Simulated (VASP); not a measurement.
Wanted: the native input for a VASP 6.6.1 run.

```yaml
Task: relaxation of cell and atoms
Functional: LDA
Potentials_or_basis: VASP PAW LDA potentials, release 64 (Sr_sv, Cd)
Cutoff: 600 eV
k_mesh: 5 × 5 × 5
Occupations: fermi-dirac, width 0.05 eV
Spin: no spin polarisation
Dipole_correction: no
Further_INCAR_settings: ALGO = Normal; EDIFF = 1e-07; IBRION = 2; EDIFFG = -0.02; NSW = 80; ISIF = 3
```

The structure of SrCd lies in POSCAR:

```
SrCd
1.0
    4.0030000000      0.0000000000      0.0000000000
    0.0000000000      4.0030000000      0.0000000000
    0.0000000000      0.0000000000      4.0030000000
Sr Cd
1 1
Direct
    0.5000000000      0.5000000000      0.5000000000
    0.0000000000      0.0000000000      0.0000000000
```

These files were run (other wordings do the same):

INCAR

```
  PREC = Accurate
  ENCUT = 600
  EDIFF = 1E-7
  ISMEAR = -1
  SIGMA = 0.05
  LREAL = False
  LASPH = True
  NELM = 60
  ALGO = Normal
  ISIF = 3
  LWAVE = False
  LCHARG = False
  IBRION = 2
  NSW = 80
  EDIFFG = -0.02
```

KPOINTS

```
regular mesh
0
Gamma
  5 5 5
```

Potentials or basis: VASP PAW LDA potentials, release 64 (Sr_sv, Cd).

The run is started by

```sh
$ cat potpaw_LDA.64/Sr_sv/POTCAR potpaw_LDA.64/Cd/POTCAR > POTCAR
$ mpirun -np 1 vasp_std > vasp.out
```

It gave:

```json
{
  "Relaxed volume": "29.59 Å³/atom",
  "Relaxed cell": "a = 3.897 Å, b = 3.897 Å, c = 3.897 Å, α = 90.00°, β = 90.00°, γ = 90.00°",
  "Space group after relaxing (to 0.05 Å)": "Pm-3m (No. 221)",
  "Energy gained by relaxing": "19.7 meV/atom",
  "Ionic steps": "3",
  "Pressure after relaxing": "0.0 GPa",
  "Band gap on the k mesh": "zero (band 11 reaches 3.77 eV, above the bottom of band 12 at 1.80 eV)"
}
```

Run time: 13 s on 1 thread of Intel(R) Xeon(R) Platinum 8488C (Sapphire Rapids), on a shared host, peak memory 0.17 GiB.
